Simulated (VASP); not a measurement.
Input of a VASP 6.6.1 run:

Contents of INCAR:

```
SYSTEM = C
PREC = Accurate
ENCUT = 600
EDIFF = 1E-6
ISMEAR = 0
SIGMA = 0.1
LREAL = .FALSE.
LASPH = .TRUE.
NELM = 60
ALGO = Normal
ISIF = 3
LWAVE = .FALSE.
LCHARG = .FALSE.
GGA = PE
IBRION = 2
NSW = 90
EDIFFG = -0.04
```

Contents of KPOINTS:

```
Automatic mesh
0
G
  8 8 8
  0 0 0
```

Contents of POSCAR:

```
C
1.0
   -1.4461555100      1.4461555100      2.9533589800
    1.4461555100     -1.4461555100      2.9533589800
    1.4461555100      1.4461555100     -2.9533589800
C
4
Direct
    0.3118297000      0.8118297000      0.1236594100
    0.6881703000      0.1881703000      0.8763405900
    0.8118297000      0.6881703000      0.5000000000
    0.1881703000      0.3118297000      0.5000000000
```

Potentials or basis: VASP PAW PBE potentials, release 64 (C).

Launch:

```bash
$ cat potpaw_PBE.64/C/POTCAR > POTCAR
$ mpirun -np 1 vasp_std > vasp.out
```

Q: What does it give for the relaxed volume?

A: 9.31 Å³/atom.

Q: What does it give for the relaxed cell?

A: a = 4.224 Å, b = 4.224 Å, c = 4.224 Å, α = 134.88°, β = 134.88°, γ = 65.71°.

Q: Estimate the space group after relaxing (to 0.1 Å).

A: P4/mmm (No. 123).

Stress tensor (GPa, compression positive):
```
0.22 0.00 0.00
0.00 0.22 0.00
0.00 0.00 0.00
```

Caveat: the volume moved by over 15 % at a fixed basis, so the end points are rough.
